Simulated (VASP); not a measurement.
A run of VASP 6.6.1:

The input INCAR:

```
SYSTEM = ScTa2
PREC = Accurate
ENCUT = 600
EDIFF = 1E-6
ISMEAR = 0
SIGMA = 0.1
LREAL = .False.
LASPH = .True.
NELM = 100
ALGO = Fast
ISIF = 3
LWAVE = .False.
LCHARG = .False.
GGA = PE
IBRION = 2
NSW = 90
EDIFFG = -0.04
```

Contents of KPOINTS:

```
Automatic mesh
0
Gamma
  6 6 6
  0 0 0
```

Contents of POSCAR:

```
ScTa2
1.0
    4.8294858363      0.0000000000      0.0000000000
   -2.4147429181      4.1824574214      0.0000000000
    0.0000000000      0.0000000000      2.9551691785
Sc Ta
1 2
Direct
    0.0000000000      0.0000000000      0.0000000000
    0.6666666667      0.3333333333      0.5000000000
    0.3333333333      0.6666666667      0.5000000000
```

Potentials or basis: VASP PAW PBE potentials, release 64 (Sc_sv, Ta_pv).

The run is started by

```console
$ cat potpaw_PBE.64/Sc_sv/POTCAR potpaw_PBE.64/Ta_pv/POTCAR > POTCAR
$ mpirun -np 1 vasp_std > vasp.out
```

Hardware: 1 thread of AMD EPYC 7R43 64-Core Processor (Zen 3) (shared host).

How long does it take, and how much memory?

It took 2.1 min on 1 thread of AMD EPYC 7R43 64-Core Processor (Zen 3), on a shared host, peak memory 0.18 GiB. Counts: scf iterations 41, k points 28, ion steps 2.
